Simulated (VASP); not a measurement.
# FeNi3 (Pm-3m) in VASP: further runs, part 2 of 2

VASP 6.6.1. The steps go on from the part before.

**4. Single point, PBEsol, collinear spin, ferromagnetic start (10.91 Å³/atom)**

This run uses another cell than the first one, of 10.91 Å³/atom.

Contents of INCAR:

```
  PREC = Accurate
  ENCUT = 520
  EDIFF = 1E-7
  ISMEAR = -1
  SIGMA = 0.05
  LREAL = F
  LASPH = T
  NELM = 150
  ALGO = Normal
  ISIF = 2
  LWAVE = F
  LCHARG = F
  ISPIN = 2
  MAGMOM = 1 1 1 3
  LORBIT = 11
  LMAXMIX = 4
  GGA = PS
  NBANDS = 31
```

Contents of KPOINTS:

```
Automatic mesh
0
Gamma
  8 8 8
```

Contents of POSCAR:

```
FeNi3
1.0
    3.5212073368      0.0000000000      0.0000000000
    0.0000000000      3.5212073368      0.0000000000
    0.0000000000      0.0000000000      3.5212073368
Ni Fe
3 1
Direct
    0.5000000000      0.5000000000      0.0000000000
    0.5000000000      0.0000000000      0.5000000000
    0.0000000000      0.5000000000      0.5000000000
    0.0000000000      0.0000000000      0.0000000000
```

Potentials or basis: VASP PAW PBE potentials, release 64 (Ni, Fe).

On the command line:

```bash
$ cat potpaw_PBE.64/Ni/POTCAR potpaw_PBE.64/Fe/POTCAR > POTCAR
$ mpirun -np 1 vasp_std > vasp.out
```

OUTCAR:

```text
PREC = Accurate
   ENCUT = 520
   EDIFF = 1E-7
   ISMEAR = -1
   LREAL = F
   LASPH = T
   NELM = 150
   ISIF = 2
   ISPIN = 2
   LORBIT = 11
   GGA = PS

 ion  position               nearest neighbor table
   1  0.500  0.500  0.000-   2 2.49   3 2.49   4 2.49   2 2.49   3 2.49   2 2.49   4 2.49   2 2.49
                             3 2.49   4 2.49   3 2.49   4 2.49
   2  0.500  0.000  0.500-   1 2.49   3 2.49   4 2.49   1 2.49   4 2.49   1 2.49   3 2.49   1 2.49
                             3 2.49   4 2.49   4 2.49   3 2.49
   3  0.000  0.500  0.500-   1 2.49   2 2.49   4 2.49   1 2.49   4 2.49   2 2.49   4 2.49   4 2.49
                             1 2.49   2 2.49   1 2.49   2 2.49
   4  0.000  0.000  0.000-   1 2.49   2 2.49   3 2.49   2 2.49   3 2.49   1 2.49   3 2.49   3 2.49
                             1 2.49   2 2.49   2 2.49   1 2.49

  LATTYP: Found a simple cubic cell.
 ALAT       =     3.5212073368

  Lattice vectors:

 A1 = (   3.5212073368,   0.0000000000,   0.0000000000)
 A2 = (   0.0000000000,   3.5212073368,   0.0000000000)
 A3 = (   0.0000000000,   0.0000000000,   3.5212073368)

Analysis of symmetry for initial positions (statically):
=====================================================================
 Subroutine PRICEL returns:
 Original cell was already a primitive cell.

 Routine SETGRP: Setting up the symmetry group for a
 simple cubic supercell.

 Subroutine GETGRP returns: Found 48 space group operations
 (whereof 48 operations were pure point group operations)
 out of a pool of 48 trial point group operations.

The static configuration has the point symmetry O_h .

Analysis of symmetry for dynamics (positions and initial velocities):
=====================================================================
 Subroutine PRICEL returns:
 Original cell was already a primitive cell.

 Routine SETGRP: Setting up the symmetry group for a
 simple cubic supercell.

 Subroutine GETGRP returns: Found 48 space group operations
 (whereof 48 operations were pure point group operations)
 out of a pool of 48 trial point group operations.

The dynamic configuration has the point symmetry O_h .

Analysis of structural, dynamic, and magnetic symmetry:
=====================================================================
 Subroutine PRICEL returns:
 Original cell was already a primitive cell.

 Routine SETGRP: Setting up the symmetry group for a
 simple cubic supercell.

 Subroutine GETGRP returns: Found 48 space group operations
 (whereof 48 operations were pure point group operations)
 out of a pool of 48 trial point group operations.

The overall configuration has the point symmetry O_h .

 Subroutine INISYM returns: Found 48 space group operations
 (whereof 48 operations are pure point group operations),
 and found     1 'primitive' translations

----------------------------------------------------------------------------------------

                                     Primitive cell

  volume of cell :      43.6591

  direct lattice vectors                    reciprocal lattice vectors
     3.521207337  0.000000000  0.000000000     0.283993501  0.000000000  0.000000000
     0.000000000  3.521207337  0.000000000     0.000000000  0.283993501  0.000000000
     0.000000000  0.000000000  3.521207337     0.000000000  0.000000000  0.283993501

  length of vectors
     3.521207337  3.521207337  3.521207337     0.283993501  0.283993501  0.283993501

  position of ions in fractional coordinates (direct lattice)
     0.500000000  0.500000000  0.000000000
[... 80 lines left out ...]
   ENCUT  =  520.0 eV  38.22 Ry    6.18 a.u.   6.55  6.55  6.55*2*pi/ulx,y,z
   NELM   =    150;   NELMIN=  2; NELMDL= -5     # of ELM steps
   EDIFF  = 0.1E-06   stopping-criterion for ELM
   LREAL  =      F    real-space projection
   EDIFFG = 0.1E-05   stopping-criterion for IOM
   NSW    =      0    number of steps for IOM
   IBRION =     -1    ionic relax: 0-MD 1-quasi-New 2-CG
   NFREE  =      0    steps in history (QN), initial steepest desc. (CG)
   ISIF   =      2    stress and relaxation
   ISYM   =      2    0-nonsym 1-usesym 2-fastsym
   POTIM  = 0.5000    time-step for ionic-motion
   TEBEG  =    0.0;   TEEND  =   0.0 temperature during run
   PSTRESS=    0.0 pullay stress
   NELECT =      38.0000    total number of electrons
   NUPDOWN=      -1.0000    fix difference up-down
   EMIN   =  10.00;   EMAX   =-10.00  energy-range for DOS
   EFERMI =   0.00;   METHOD = LEGACY
   ISMEAR =    -1;   SIGMA  =   0.05  broadening in eV -4-tet -1-fermi 0-gaus
   EFERMI_NEDOS =   21; number of points for ismear=-14 and -15
   IALGO  =     38    algorithm
   IMIX   =      4    mixing-type and parameters
     AMIX     =   0.40;   BMIX     =  1.00
     AMIX_MAG =   1.60;   BMIX_MAG =  1.00
  volume/ion in A,a.u.               =      10.91        73.66
  Fermi-wavevector in a.u.,A,eV,Ry     =   1.563068  2.953769 33.241487  2.443180
  Thomas-Fermi vector in A             =   2.665893
   LORBIT       =     11    0 simple, 1 ext, 2 COOP (PROOUT), +10 PAW based schemes
   GGA     = PS    functional components
   LHFCALC =     F    Hartree Fock is set to
   AEXX    =    0.0000 exact exchange contribution
   IVDW    =     0    specifies the selected vdW correction
   LEPSILON=     F    determine dielectric tensor
   LRPA    =     F    only Hartree local field effects (RPA)
 spin polarized calculation
  energy-cutoff  :      520.00
  volume of cell :       43.66
 maximum number of plane-waves:      1208
 NGX is ok and might be reduce to    28
   NGX = 13   NGY = 13   NGZ = 13

 number of electron      37.9999981 magnetization       4.7488761

 Free energy of the ion-electron system (eV)
  ---------------------------------------------------
  ext. energy  EPLUGINS =         0.00000000
  ---------------------------------------------------
  free energy    TOTEN  =       -27.62894130 eV

  energy without entropy =      -27.60122858  energy(sigma->0) =      -27.61508494

 E-fermi :   8.6456     XC(G=0): -13.4359

 val. band max:        8.6437699124   @ k =   0.0000   0.0000   0.0000
 cond. band min:       8.6665392352   @ k =   0.3750   0.2500   0.2500
 fundamental gap:      0.0227693228
 Fermi energy:         8.6456478860

 spin component 1

 k-point     1 :       0.0000    0.0000    0.0000
  band No.  band energies     occupation
      1      -0.6050      1.00000
      2       3.2509      1.00000
      3       3.2509      1.00000
      4       3.9018      1.00000
      5       4.0014      1.00000
      6       4.0014      1.00000
[... 805 lines left out ...]
     30      22.5748      0.00000
     31      25.0549      0.00000

 [... further k-points ...]

 spin component 2

 k-point     1 :       0.0000    0.0000    0.0000
  band No.  band energies     occupation
      1      -0.5201      1.00000
      2       4.2706      1.00000
      3       4.2706      1.00000
      4       4.2970      1.00000
      5       4.9834      1.00000
      6       4.9834      1.00000
[... 805 lines left out ...]
     30      23.0210      0.00000
     31      25.2293      0.00000

 [... further k-points ...]
[... 5 lines left out ...]
  --------------------------------------------------------------------------------------
  -------------------------------------------------------------------------------------
  Total       -1.5807459     -1.5807459     -1.5807459      0.0000000      0.0000000      0.0000000
  in kB      -58.0093296    -58.0093296    -58.0093296      0.0000000      0.0000000      0.0000000
  external PRESSURE =     -58.0093296 kB  Pullay stress =       0.0000000 kB

 VOLUME and BASIS-vectors are now :
 -----------------------------------------------------------------------------
  energy-cutoff  :      520.00
  volume of cell :       43.66
      direct lattice vectors                 reciprocal lattice vectors
     3.521207337  0.000000000  0.000000000     0.283993501  0.000000000  0.000000000
     0.000000000  3.521207337  0.000000000     0.000000000  0.283993501  0.000000000
     0.000000000  0.000000000  3.521207337     0.000000000  0.000000000  0.283993501

 POSITION                                       TOTAL-FORCE (eV/Angst)
 -----------------------------------------------------------------------------------
      1.76060      1.76060      0.00000         0.000000      0.000000      0.000000
      1.76060      0.00000      1.76060         0.000000      0.000000      0.000000
      0.00000      1.76060      1.76060         0.000000      0.000000      0.000000
      0.00000      0.00000      0.00000         0.000000      0.000000      0.000000
 -----------------------------------------------------------------------------------
    total drift:                                0.000000      0.000000      0.000000

  FREE ENERGIE OF THE ION-ELECTRON SYSTEM (eV)
  ---------------------------------------------------
  free  energy   TOTEN  =       -27.6289412975 eV

  energy  without entropy=      -27.6012285783  energy(sigma->0) =      -27.61508494

 total charge

# of ion       s       p       d       tot
------------------------------------------
    1        0.515   0.532   8.329   9.376
    2        0.515   0.532   8.329   9.376
    3        0.515   0.532   8.329   9.376
    4        0.484   0.522   6.125   7.131
--------------------------------------------------
tot          2.028   2.118  31.113  35.259

 magnetization (x)

# of ion       s       p       d       tot
------------------------------------------
    1       -0.015  -0.042   0.683   0.627
    2       -0.015  -0.042   0.683   0.627
    3       -0.015  -0.042   0.683   0.627
    4        0.010   0.002   2.862   2.873
--------------------------------------------------
tot         -0.036  -0.123   4.912   4.753
```

stdout:

```text
POSCAR found type information on POSCAR NiFe
 POSCAR found :  2 types and       4 ions
 scaLAPACK will be used
 -----------------------------------------------------------------------------
|                                                                             |
|                                                                             |
|     You enforced a specific xc type in the INCAR file but a different       |
|     I HOPE YOU KNOW WHAT YOU ARE DOING!                                     |
|                                                                             |
 -----------------------------------------------------------------------------

 LDA part: xc-table for (Slater+PW92), standard interpolation
 POSCAR, INCAR and KPOINTS ok, starting setup
 FFT: planning ... GRIDC
 FFT: planning ... GRID_SOFT
 FFT: planning ... GRID
 WAVECAR not read
 entering main loop
```

Run time: 61 s. Hardware: 1 thread of Oxide Virtual Turin-like, shared host; peak memory 0.18 GiB.

What came out:

| Quantity | Value |
| --- | --- |
| Free energy | -27.6289 eV |
| Pressure | -5.8 GPa |
| Net moment | 4.75 μB per cell |
| Site moments | Ni +0.63; Fe +2.87 μB |
| Valence electrons inside the program's atomic spheres | Ni 9.38; Fe 7.13 |

Caveat: the cell stands under tension; the PAW data sets were made with another functional, which shifts forces and pressure a little.

**5. Single point, PBEsol, collinear spin, ferromagnetic start (11.36 Å³/atom)**

This run uses another cell than the first one, of 11.36 Å³/atom.

Contents of INCAR:

```
ALGO = Fast
EDIFF = 1E-6
ENCUT = 520
GGA = PS
ISIF = 2
ISMEAR = -1
ISPIN = 2
LASPH = T
LCHARG = F
LMAXMIX = 4
LORBIT = 11
LREAL = F
LWAVE = F
MAGMOM = 1 1 1 3
NBANDS = 31
NELM = 150
PREC = Accurate
SIGMA = 0.05
```

Contents of KPOINTS:

```
k-points
0
Gamma
  8 8 8
```

Contents of POSCAR:

```
FeNi3
1.0
    3.5684775054      0.0000000000      0.0000000000
    0.0000000000      3.5684775054      0.0000000000
    0.0000000000      0.0000000000      3.5684775054
Ni Fe
3 1
Direct
    0.5000000000      0.5000000000      0.0000000000
    0.5000000000      0.0000000000      0.5000000000
    0.0000000000      0.5000000000      0.5000000000
    0.0000000000      0.0000000000      0.0000000000
```

On the command line:

```bash
$ cat potpaw_PBE.64/Ni/POTCAR potpaw_PBE.64/Fe/POTCAR > POTCAR
$ mpirun -np 1 vasp_std > vasp.out
```

Wall time 63 s (1 thread of Oxide Virtual Turin-like, shared host); peak memory 0.19 GiB.

Results (log left out):

| Quantity | Value |
| --- | --- |
| Free energy | -27.5247 eV |
| Pressure | -12.7 GPa |
| Net moment | 4.85 μB per cell |
| Site moments | Ni +0.65; Fe +2.93 μB |
| Valence electrons inside the program's atomic spheres | Ni 9.30; Fe 7.05 |

Levels at points of the mesh, in eV from the Fermi level:
Spin up:
```csv
k point,band 19,band 20,band 21,band 22,band 23,band 24
"(0.00, 0.00, 0.00)",-0.62,-0.62,-0.62,2.19,2.19,2.19
"(0.50, 0.00, 0.00)",-1.40,-1.02,-0.73,-0.62,7.32,7.32
"(0.50, 0.50, 0.00)",-1.48,-1.45,0.70,0.70,0.73,0.74
"(0.50, 0.50, 0.50)",-0.78,-0.78,-0.52,-0.52,-0.52,-0.36
```
Spin down:
| k point | band 15 | band 16 | band 17 | band 18 | band 19 | band 20 |
| --- | --- | --- | --- | --- | --- | --- |
| (0.00, 0.00, 0.00) | 0.28 | 0.28 | 0.97 | 0.97 | 1.26 | 1.26 |
| (0.50, 0.00, 0.00) | -0.81 | -0.36 | -0.09 | -0.09 | 0.28 | 0.49 |
| (0.50, 0.50, 0.00) | -1.14 | -0.76 | -0.64 | 0.19 | 0.19 | 0.38 |
| (0.50, 0.50, 0.50) | -0.42 | -0.42 | 0.07 | 0.07 | 0.07 | 0.80 |

Caveat: the cell stands under tension; the PAW data sets were made with another functional, which shifts forces and pressure a little.

**6. The runs side by side**

| cell | gap on the mesh (eV) | pressure (GPa) | moment (μB) |
| --- | --- | --- | --- |
| a = 3.473 Å, 4 atoms | none | 3.0 | 4.63 |
| a = 3.497 Å, 4 atoms | none | -1.7 | 4.69 |
| a = 3.521 Å, 4 atoms | none | -5.8 | 4.75 |
| a = 3.568 Å, 4 atoms | none | -12.7 | 4.85 |

Alike in all rows: task single point; level PBEsol; potentials or basis VASP PAW PBE potentials, release 64 (Ni, Fe); spin collinear, ferromagnetic start; k mesh 8 × 8 × 8; cutoff (eV) 520; smearing fermi-dirac 0.05 eV.

Caveats: the PAW data sets were made with another functional, which shifts forces and pressure a little; the cell stands under tension (at least some runs); the cell stands under pressure (at least some runs).

Absolute energies hang on the potentials; compare differences alone.

The gap in the log of VASP goes by the Fermi energy; the results here count the filled bands.